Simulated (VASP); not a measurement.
# NaH (P6_3/mmc) in VASP: notebook

The runs below take NaH through single point, with r2SCAN.

Everything below comes from runs of VASP 6.6.1. Logs are shortened: lines on timing, memory, paths and dates and some standing lists are left out, and cuts for length are marked.

## (1) The cell of the first run

It takes space group P6_3/mmc (No. 194, hexagonal). The conventional cell has a = 3.913 Å, b = 3.913 Å, c = 4.780 Å, α = 90.00°, β = 90.00°, γ = 120.00°. Within 3.0 Å of Na (site symmetry -6m2) lie 5 H at 2.26 to 2.39 Å. Within 3.0 Å of H (site symmetry -6m2) lie 5 Na at 2.26 to 2.39 Å.

## (2) Single point, r2SCAN (volume changed by -3%)

File POSCAR:

```
NaH
1.0
    3.9133466688      0.0000000000      0.0000000000
   -1.9566733344      3.3890576290      0.0000000000
    0.0000000000      0.0000000000      4.7795183498
Na H
2 2
Direct
    0.3333333333      0.6666666667     -0.0624996803
    0.6666666667      0.3333333333      0.4375003197
    0.3333333333      0.6666666667      0.4374996803
    0.6666666667      0.3333333333      0.9374996803
```

File INCAR.step1:

```
PREC = Accurate
ENCUT = 520
ISMEAR = 0
SIGMA = 0.01
LREAL = F
LASPH = T
NELM = 100
NBANDS = 16
GGA = PE
ALGO = Normal
EDIFF = 1E-4
LWAVE = T
LCHARG = F
```

File INCAR.step2:

```
PREC = Accurate
ENCUT = 520
EDIFF = 1E-6
ISMEAR = 0
SIGMA = 0.01
LREAL = F
LASPH = T
NELM = 100
ALGO = Normal
ISIF = 2
LWAVE = F
LCHARG = F
METAGGA = R2SCAN
LMIXTAU = T
NBANDS = 16
ISTART = 1
```

File KPOINTS:

```
regular mesh
0
Gamma
  6 6 4
```

Potentials or basis: VASP PAW PBE potentials, release 64 (Na_pv, H).

Run with:

```console
cat potpaw_PBE.64/Na_pv/POTCAR potpaw_PBE.64/H/POTCAR > POTCAR
cp INCAR.step1 INCAR
mpirun -np 1 vasp_std > vasp.out
cp INCAR.step2 INCAR
mpirun -np 1 vasp_std > vasp.out
```

OUTCAR:

```text
PREC = Accurate
   ENCUT = 520
   EDIFF = 1E-6
   ISMEAR = 0
   LREAL = F
   LASPH = T
   NELM = 100
   ISIF = 2
   METAGGA = R2SCAN
   ISTART = 1

 ion  position               nearest neighbor table
   1  0.333  0.667  0.938-
   2  0.667  0.333  0.438-
   3  0.333  0.667  0.437-
   4  0.667  0.333  0.937-

  LATTYP: Found a hexagonal cell.
 ALAT       =     3.9133466688
 C/A-ratio  =     1.2213378354

  Lattice vectors:

 A1 = (   3.9133466688,   0.0000000000,   0.0000000000)
 A2 = (  -1.9566733344,   3.3890576290,   0.0000000000)
 A3 = (   0.0000000000,   0.0000000000,   4.7795183498)

Analysis of symmetry for initial positions (statically):
=====================================================================
 Subroutine PRICEL returns:
 Original cell was already a primitive cell.

 Routine SETGRP: Setting up the symmetry group for a
 hexagonal supercell.

 Subroutine GETGRP returns: Found 24 space group operations
 (whereof  6 operations were pure point group operations)
 out of a pool of 24 trial point group operations.

The static configuration has the point symmetry C_3v.
 The point group associated with its full space group is D_6h.

Analysis of symmetry for dynamics (positions and initial velocities):
=====================================================================
 Subroutine PRICEL returns:
 Original cell was already a primitive cell.

 Routine SETGRP: Setting up the symmetry group for a
 hexagonal supercell.

 Subroutine GETGRP returns: Found 24 space group operations
 (whereof  6 operations were pure point group operations)
 out of a pool of 24 trial point group operations.

The dynamic configuration has the point symmetry C_3v.
 The point group associated with its full space group is D_6h.

 Subroutine INISYM returns: Found 24 space group operations
 (whereof  6 operations are pure point group operations),
 and found     1 'primitive' translations

----------------------------------------------------------------------------------------

                                     Primitive cell

  volume of cell :      63.3886

  direct lattice vectors                    reciprocal lattice vectors
     3.913346669  0.000000000  0.000000000     0.255535756  0.147533638  0.000000000
    -1.956673334  3.389057629  0.000000000     0.000000000  0.295067275  0.000000000
     0.000000000  0.000000000  4.779518350     0.000000000  0.000000000  0.209226103

  length of vectors
     3.913346669  3.913346669  4.779518350     0.295067275  0.295067275  0.209226103

  position of ions in fractional coordinates (direct lattice)
     0.333333333  0.666666667  0.937500320
     0.666666667  0.333333333  0.437500320
     0.333333333  0.666666667  0.437499680
     0.666666667  0.333333333  0.937499680

  ion indices of the primitive-cell ions
   primitive index   ion index
                 1           1
                 2           2
                 3           3
                 4           4

----------------------------------------------------------------------------------------

 KPOINTS: regular mesh

Automatic generation of k-mesh.
 Grid dimensions read from file:
 generate k-points for:    6    6    4

 Generating k-lattice:

  Cartesian coordinates                     Fractional coordinates (reciprocal lattice)
     0.042589293  0.024588940  0.000000000     0.166666667  0.000000000  0.000000000
     0.000000000  0.049177879  0.000000000     0.000000000  0.166666667  0.000000000
     0.000000000  0.000000000  0.052306526     0.000000000  0.000000000  0.250000000

  Length of vectors
     0.049177879  0.049177879  0.052306526

  Shift w.r.t. Gamma in fractional coordinates (k-lattice)
     0.000000000  0.000000000  0.000000000

 Subroutine IBZKPT returns following result:
 ===========================================

 Found     21 irreducible k-points:

 Following reciprocal coordinates:
            Coordinates               Weight
  0.000000  0.000000  0.000000      1.000000
  0.166667  0.000000  0.000000      6.000000
  0.333333  0.000000  0.000000      6.000000
  0.500000  0.000000  0.000000      3.000000
  0.166667  0.166667  0.000000      6.000000
  0.333333  0.166667  0.000000     12.000000
[... 13 lines left out ...]
  0.333333  0.166667  0.500000     12.000000
  0.333333  0.333333  0.500000      2.000000
   k-points           NKPTS =     21   k-points in BZ     NKDIM =     21   number of bands    NBANDS=     16
   number of dos      NEDOS =    301   number of ions     NIONS =      4
   total plane-waves  NPLWV =  32400
   dimension x,y,z NGX =    30 NGY =   30 NGZ =   36
   dimension x,y,z NGXF=    60 NGYF=   60 NGZF=   72
   ions per type =               2   2
   NGX,Y,Z   is equivalent  to a cutoff of  12.74, 12.74, 12.52 a.u.
   NGXF,Y,Z  is equivalent  to a cutoff of  25.49, 25.49, 25.04 a.u.
 SYSTEM =  unknown system
   PREC   = accura    normal or accurate (medium, high low for compatibility)
   ISTART =      1    job   : 0-new  1-cont  2-samecut
   ICHARG =      0    charge: 1-file 2-atom 10-const
   ISPIN  =      1    spin polarized calculation?
   LNONCOLLINEAR =      F non collinear calculations
   LSORBIT =      F    spin-orbit coupling
   LASPH  =      T    aspherical Exc in radial PAW
   ENCUT  =  520.0 eV  38.22 Ry    6.18 a.u.   7.28  7.28  8.89*2*pi/ulx,y,z
   NELM   =    100;   NELMIN=  2; NELMDL=  0     # of ELM steps
   EDIFF  = 0.1E-05   stopping-criterion for ELM
   LREAL  =      F    real-space projection
   EDIFFG = 0.1E-04   stopping-criterion for IOM
   NSW    =      0    number of steps for IOM
   IBRION =     -1    ionic relax: 0-MD 1-quasi-New 2-CG
   NFREE  =      0    steps in history (QN), initial steepest desc. (CG)
   ISIF   =      2    stress and relaxation
   ISYM   =      2    0-nonsym 1-usesym 2-fastsym
   POTIM  = 0.5000    time-step for ionic-motion
   TEBEG  =    0.0;   TEEND  =   0.0 temperature during run
   PSTRESS=    0.0 pullay stress
   NELECT =      16.0000    total number of electrons
   NUPDOWN=      -1.0000    fix difference up-down
   EMIN   =  10.00;   EMAX   =-10.00  energy-range for DOS
   EFERMI =   0.00;   METHOD = LEGACY
   ISMEAR =     0;   SIGMA  =   0.01  broadening in eV -4-tet -1-fermi 0-gaus
   EFERMI_NEDOS =   21; number of points for ismear=-14 and -15
   IALGO  =     38    algorithm
   IMIX   =      4    mixing-type and parameters
     AMIX     =   0.40;   BMIX     =  1.00
     AMIX_MAG =   1.60;   BMIX_MAG =  1.00
  volume/ion in A,a.u.               =      15.85       106.94
  Fermi-wavevector in a.u.,A,eV,Ry     =   1.034612  1.955134 14.563987  1.070423
  Thomas-Fermi vector in A             =   2.168916
   LORBIT       =      0    0 simple, 1 ext, 2 COOP (PROOUT), +10 PAW based schemes
   METAGGA = R2SCAN    functional components
   LHFCALC =     F    Hartree Fock is set to
   AEXX    =    0.0000 exact exchange contribution
   IVDW    =     0    specifies the selected vdW correction
   LEPSILON=     F    determine dielectric tensor
   LRPA    =     F    only Hartree local field effects (RPA)
 non-spin polarized calculation
 Gauss-broadening in eV      SIGMA  =   0.01
  energy-cutoff  :      520.00
  volume of cell :       63.39
 maximum number of plane-waves:      1751
 NGX is ok and might be reduce to    30
   NGX = 15   NGY = 15   NGZ = 17

 number of electron      16.0000023 magnetization

 Free energy of the ion-electron system (eV)
  ---------------------------------------------------
  ext. energy  EPLUGINS =         0.00000000
  ---------------------------------------------------
  free energy    TOTEN  =       -15.05144368 eV

  energy without entropy =      -15.05144368  energy(sigma->0) =      -15.05144368

 E-fermi :  -1.5550     XC(G=0):  -7.5724

 val. band max:       -1.6700574605   @ k =   0.1667   0.0000   0.0000
 cond. band min:       2.0209855491   @ k =   0.3333   0.3333   0.0000
 fundamental gap:      3.6910430095
 Fermi energy:        -1.5550449480

 k-point     1 :       0.0000    0.0000    0.0000
  band No.  band energies     occupation
      1     -24.7065      2.00000
      2     -24.6657      2.00000
      3     -24.6654      2.00000
      4     -24.6365      2.00000
      5     -24.6361      2.00000
      6     -24.6165      2.00000
[... 8 lines left out ...]
     15      10.1810      0.00000
     16      14.8517      0.00000

 k-point     2 :       0.1667    0.0000    0.0000
  band No.  band energies     occupation
      1     -24.7006      2.00000
      2     -24.6698      2.00000
      3     -24.6686      2.00000
      4     -24.6424      2.00000
      5     -24.6357      2.00000
      6     -24.6213      2.00000
[... 8 lines left out ...]
     15      12.0121      0.00000
     16      12.9094      0.00000

 k-point     3 :       0.3333    0.0000    0.0000
  band No.  band energies     occupation
      1     -24.6858      2.00000
      2     -24.6788      2.00000
      3     -24.6741      2.00000
      4     -24.6543      2.00000
      5     -24.6349      2.00000
      6     -24.6340      2.00000
[... 8 lines left out ...]
     15      11.6252      0.00000
     16      12.6406      0.00000

 k-point     4 :       0.5000    0.0000    0.0000
  band No.  band energies     occupation
      1     -24.6836      2.00000
      2     -24.6766      2.00000
      3     -24.6743      2.00000
      4     -24.6600      2.00000
      5     -24.6445      2.00000
      6     -24.6346      2.00000
[... 8 lines left out ...]
     15      11.2735      0.00000
     16      12.2824      0.00000
[... 267 lines left out ...]
 k-point    19 :       0.1667    0.1667    0.5000
  band No.  band energies     occupation
      1     -24.6927      2.00000
      2     -24.6927      2.00000
      3     -24.6553      2.00000
      4     -24.6553      2.00000
      5     -24.6323      2.00000
      6     -24.6323      2.00000
[... 8 lines left out ...]
     15      12.1791      0.00000
     16      12.1791      0.00000

 k-point    20 :       0.3333    0.1667    0.5000
  band No.  band energies     occupation
      1     -24.7031      2.00000
      2     -24.7031      2.00000
      3     -24.6591      2.00000
      4     -24.6591      2.00000
      5     -24.6268      2.00000
      6     -24.6268      2.00000
[... 8 lines left out ...]
     15      13.4462      0.00000
     16      13.4462      0.00000

 k-point    21 :       0.3333    0.3333    0.5000
  band No.  band energies     occupation
      1     -24.7045      2.00000
      2     -24.7045      2.00000
      3     -24.6631      2.00000
      4     -24.6631      2.00000
      5     -24.6242      2.00000
      6     -24.6242      2.00000
[... 8 lines left out ...]
     15      13.6925      0.00000
     16      13.6925      0.00000

------------------------ aborting loop because EDIFF is reached ----------------------------------------

  FORCE on cell =-STRESS in cart. coord.  units (eV):
  Direction    XX          YY          ZZ          XY          YZ          ZX
  --------------------------------------------------------------------------------------
  -------------------------------------------------------------------------------------
  Total        0.2023165      0.2023165      0.1973484      0.0000000      0.0000000     -0.0000000
  in kB        5.1136447      5.1136447      4.9880734      0.0000000      0.0000000     -0.0000000
  external PRESSURE =       5.0717876 kB  Pullay stress =       0.0000000 kB

 VOLUME and BASIS-vectors are now :
 -----------------------------------------------------------------------------
  energy-cutoff  :      520.00
  volume of cell :       63.39
      direct lattice vectors                 reciprocal lattice vectors
     3.913346669  0.000000000  0.000000000     0.255535756  0.147533638  0.000000000
    -1.956673334  3.389057629  0.000000000     0.000000000  0.295067275  0.000000000
     0.000000000  0.000000000  4.779518350     0.000000000  0.000000000  0.209226103

 POSITION                                       TOTAL-FORCE (eV/Angst)
 -----------------------------------------------------------------------------------
     -0.00000      2.25937      4.48080         0.000000      0.000000      0.000000
      1.95667      1.12969      2.09104        -0.000000     -0.000000      0.000000
     -0.00000      2.25937      2.09104        -0.000000      0.000000      0.000000
      1.95667      1.12969      4.48080        -0.000000     -0.000000     -0.000000
 -----------------------------------------------------------------------------------
    total drift:                               -0.000000      0.000000      0.000245

  FREE ENERGIE OF THE ION-ELECTRON SYSTEM (eV)
  ---------------------------------------------------
  free  energy   TOTEN  =       -15.0514436815 eV

  energy  without entropy=      -15.0514436815  energy(sigma->0) =      -15.05144368
```

Wall time 43 s (1 thread of Intel Xeon 6975P-C (Granite Rapids), shared host); peak memory 0.18 GiB.

What came out:

| Quantity | Value |
| --- | --- |
| Free energy | -15.0514 eV |
| Pressure | 0.5 GPa |
| Band gap on the k mesh | 3.69 eV, indirect (least direct gap 4.60 eV) |

Caveat: the cell differs from its parent crystal (volume changed by -3%); the PAW data sets were made with another functional, which shifts forces and pressure a little. A k mesh can miss the band edges.

## (3) Single point, r2SCAN

This run uses another cell than the first one, of 16.34 Å³/atom, 1.031 times its volume.

File POSCAR:

```
NaH
1.0
    3.9532815359      0.0000000000      0.0000000000
   -1.9766407679      3.4236422384      0.0000000000
    0.0000000000      0.0000000000      4.8282923139
Na H
2 2
Direct
    0.3333333333      0.6666666667     -0.0624996803
    0.6666666667      0.3333333333      0.4375003197
    0.3333333333      0.6666666667      0.4374996803
    0.6666666667      0.3333333333      0.9374996803
```

File INCAR.step1:

```
PREC = Accurate
ENCUT = 520
ISMEAR = 0
SIGMA = 0.01
LREAL = False
LASPH = True
NELM = 80
NBANDS = 16
GGA = PE
ALGO = Normal
EDIFF = 1E-4
LWAVE = True
LCHARG = False
```

File INCAR.step2:

```
PREC = Accurate
ENCUT = 520
EDIFF = 1E-7
ISMEAR = 0
SIGMA = 0.01
LREAL = False
LASPH = True
NELM = 80
ALGO = Normal
ISIF = 2
LWAVE = False
LCHARG = True
METAGGA = R2SCAN
LMIXTAU = True
LELF = True
LVHAR = True
NBANDS = 16
ISTART = 1
```

File KPOINTS:

```
Automatic mesh
0
Gamma
  6 6 4
```

Potentials or basis: VASP PAW PBE potentials, release 64 (Na_pv, H).

Run with:

```console
cat potpaw_PBE.64/Na_pv/POTCAR potpaw_PBE.64/H/POTCAR > POTCAR
cp INCAR.step1 INCAR
mpirun -np 1 vasp_std > vasp.out
cp INCAR.step2 INCAR
mpirun -np 1 vasp_std > vasp.out
```

Run time: 46 s. Hardware: 1 thread of Intel Xeon 6975P-C (Granite Rapids), shared host; peak memory 0.17 GiB.

It converged, with:

```yaml
Free_energy: -15.0542 eV
Pressure: -0.1 GPa
Band_gap_on_the_k_mesh: 3.68 eV, indirect (least direct gap 4.57 eV)
```

Levels at points of the mesh, in eV from the valence-band top:
| k point | band 5 | band 6 | band 7 | band 8 | band 9 | band 10 | band 11 | band 12 |
| --- | --- | --- | --- | --- | --- | --- | --- | --- |
| (0.00, 0.00, 0.00) | -23.02 | -23.00 | -3.30 | -0.01 | 5.41 | 8.54 | 10.98 | 10.98 |
| (0.50, 0.00, 0.00) | -23.03 | -23.02 | -1.48 | -0.59 | 4.23 | 8.16 | 8.29 | 8.43 |
| (0.00, 0.00, 0.50) | -23.03 | -23.03 | -1.97 | -1.97 | 7.50 | 7.50 | 11.58 | 11.58 |
| (0.50, 0.00, 0.50) | -23.01 | -23.01 | -0.81 | -0.81 | 4.44 | 4.44 | 9.18 | 9.18 |

Caveat: the PAW data sets were made with another functional, which shifts forces and pressure a little.

## (4) Single point, r2SCAN (volume changed by +3%)

File POSCAR:

```
NaH
1.0
    3.9924254829      0.0000000000      0.0000000000
   -1.9962127415      3.4575418909      0.0000000000
    0.0000000000      0.0000000000      4.8761002975
Na H
2 2
Direct
    0.3333333333      0.6666666667     -0.0624996803
    0.6666666667      0.3333333333      0.4375003197
    0.3333333333      0.6666666667      0.4374996803
    0.6666666667      0.3333333333      0.9374996803
```

File INCAR.step1:

```
PREC = Accurate ; ENCUT = 520
ISMEAR = 0 ; SIGMA = 0.01
LREAL = False ; LASPH = True
NELM = 60 ; NBANDS = 16
GGA = PE ; ALGO = Normal
EDIFF = 1E-4 ; LWAVE = True
LCHARG = False
```

File INCAR.step2:

```
PREC = Accurate ; ENCUT = 520
EDIFF = 1E-7 ; ISMEAR = 0
SIGMA = 0.01 ; LREAL = False
LASPH = True ; NELM = 60
ALGO = Normal ; ISIF = 2
LWAVE = False ; LCHARG = True
METAGGA = R2SCAN ; LMIXTAU = True
LELF = True ; LVHAR = True
NBANDS = 16 ; ISTART = 1
```

File KPOINTS:

```
regular mesh
0
Gamma
  6 6 4
```

Run with:

```console
cat potpaw_PBE.64/Na_pv/POTCAR potpaw_PBE.64/H/POTCAR > POTCAR
cp INCAR.step1 INCAR
mpirun -np 1 vasp_std > vasp.out
cp INCAR.step2 INCAR
mpirun -np 1 vasp_std > vasp.out
```

Run time: 47 s. Hardware: 1 thread of Intel Xeon 6975P-C (Granite Rapids), shared host; peak memory 0.17 GiB.

The run converged. Its results:

```
Free energy            : -15.0496 eV
Pressure               : -0.7 GPa
Band gap on the k mesh : 3.67 eV, indirect (least direct gap 4.55 eV)
```

Levels at points of the mesh, in eV from the valence-band top:
```csv
k point,band 5,band 6,band 7,band 8,band 9,band 10,band 11,band 12
"(0.00, 0.00, 0.00)",-23.08,-23.06,-3.22,-0.01,5.35,8.39,10.81,10.81
"(0.50, 0.00, 0.00)",-23.08,-23.08,-1.45,-0.58,4.20,8.04,8.14,8.31
"(0.00, 0.00, 0.50)",-23.09,-23.09,-1.93,-1.93,7.38,7.38,11.43,11.43
"(0.50, 0.00, 0.50)",-23.07,-23.07,-0.80,-0.80,4.40,4.40,9.04,9.04
```

Caveat: the cell differs from its parent crystal (volume changed by +3%); the PAW data sets were made with another functional, which shifts forces and pressure a little. A k mesh can miss the band edges.

## (5) Summary

```tsv
cell	gap on the mesh (eV)	pressure (GPa)
a = 3.913, b = 3.913, c = 4.780 Å, angles 90.0, 90.0, 120.0°, 4 atoms	3.69	0.5
a = 3.953, b = 3.953, c = 4.828 Å, angles 90.0, 90.0, 120.0°, 4 atoms	3.68	-0.1
a = 3.992, b = 3.992, c = 4.876 Å, angles 90.0, 90.0, 120.0°, 4 atoms	3.67	-0.7
```

Alike in all rows: task single point; level r2SCAN; potentials or basis VASP PAW PBE potentials, release 64 (Na_pv, H); no spin polarisation; k mesh 6 × 6 × 4; cutoff (eV) 520; smearing gaussian 0.01 eV.

Caveats: the PAW data sets were made with another functional, which shifts forces and pressure a little.

Total energies depend on the potentials used, so only differences within one code and one set of settings carry meaning.
